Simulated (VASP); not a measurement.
CdH2O2, 5 atoms in the cell. Symmetry: P3m1, No. 156, trigonal system. Conventional cell: a = 3.840 Å, b = 3.840 Å, c = 4.441 Å, α = 90.00°, β = 90.00°, γ = 120.00°. Within 2.9 Å of Cd (site symmetry 3m) lie 3 H at 2.22 Å and 6 O at 2.39 to 2.43 Å. H (site symmetry 3m) has 1 O at 0.99 Å within 1.3 Å. H (site symmetry 3m) has 1 O at 0.98 Å within 1.3 Å. O (site symmetry 3m) has 1 H at 0.99 Å within 1.3 Å. Within 1.3 Å of O (site symmetry 3m) lie 1 H at 0.98 Å. 

| Quantity | Value |
| --- | --- |
| Program | VASP 6.6.1 |
| Task | single point |
| Functional | PBEsol |
| Dispersion | D3(BJ) |
| Potentials or basis | VASP PAW PBE potentials, release 64 (Cd, H, O) |
| Cutoff | 520 eV |
| k mesh | 6 × 6 × 4 |
| Occupations | gaussian, width 0.01 eV |
| Spin | no spin polarisation |
| Dipole correction | no |
| Further INCAR settings | ALGO = Normal; EDIFF = 1e-06; NBANDS = 21 |

Potentials or basis: VASP PAW PBE potentials, release 64 (Cd, H, O).

The run is started by

```console
$ cat potpaw_PBE.64/Cd/POTCAR potpaw_PBE.64/H/POTCAR potpaw_PBE.64/O/POTCAR > POTCAR
$ mpirun -np 1 vasp_std > vasp.out
```

Hardware: 1 thread of Intel(R) Xeon(R) Platinum 8375C CPU @ 2.90GHz (Ice Lake) (shared host).

Question: How long does it take, and how much memory?

Answer: It took 22 s on 1 thread of Intel(R) Xeon(R) Platinum 8375C CPU @ 2.90GHz (Ice Lake), on a shared host, peak memory 0.2 GiB. Counts: scf iterations 15, k points 24.
